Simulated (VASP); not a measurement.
MgO: single point with PBE

MgO:

```
Mg O
1.0
     2.13515   -2.13515    0.00000
     2.13515    0.00000   -2.13515
     9.11795    9.11795    9.11795
Mg O
6 6
Direct
  0.66667 0.66667 0.03903
  0.00000 0.00000 0.81959
  0.33333 0.33333 0.19514
  0.66667 0.66667 0.50737
  0.00000 0.00000 0.35125
  0.33333 0.33333 0.66348
  0.66667 0.66667 0.27320
  0.00000 0.00000 0.11708
  0.33333 0.33333 0.42931
  0.66667 0.66667 0.74154
  0.00000 0.00000 0.58542
  0.33333 0.33333 0.89765
```

```yaml
Program: VASP 6.6.1
Task: single point
Functional: PBE
Potentials_or_basis: VASP PAW PBE potentials, release 64 (Mg, O)
Cutoff: 520 eV
k_mesh: 9 × 9 × 2
Occupations: gaussian, width 0.05 eV
Spin: no spin polarisation
```

```
Pressure               : -4.5 GPa
Largest force          : 2.983 eV/Å
Band gap on the k mesh : zero (filled and empty bands touch)
```

Forces in eV/Å, atoms in the order of the input:
```
Mg  -1.722 -1.722 -1.722
Mg   1.165  1.165  1.165
Mg   0.397  0.397  0.397
Mg   0.372  0.372  0.372
Mg   0.378  0.378  0.378
Mg   0.367  0.367  0.367
O   -0.377 -0.377 -0.377
O   -0.386 -0.386 -0.386
O   -0.372 -0.372 -0.372
O   -0.396 -0.396 -0.396
O   -0.373 -0.373 -0.373
O    0.947  0.947  0.947
```

Stress tensor (GPa, compression positive):
```
-4.51 -4.86 -4.86
-4.86 -4.51 -4.86
-4.86 -4.86 -4.51
```

Levels at points of the mesh, in eV from the Fermi level:
```tsv
k point	band 21	band 22	band 23	band 24	band 25	band 26	band 27	band 28
(0.00, 0.00, 0.00)	-1.92	-1.92	-0.32	0.00	0.00	1.76	2.64	3.47
(0.00, 0.00, 0.50)	-1.92	-1.92	-0.21	0.00	0.00	1.55	3.07	3.17
```

It took 2.2 min on 1 thread of Intel Xeon 6975P-C, with other jobs on the host, peak memory 0.29 GiB.

Caveat: forces of over 1 eV/Å act on the atoms, so gaps and moduli don't describe the material at rest.
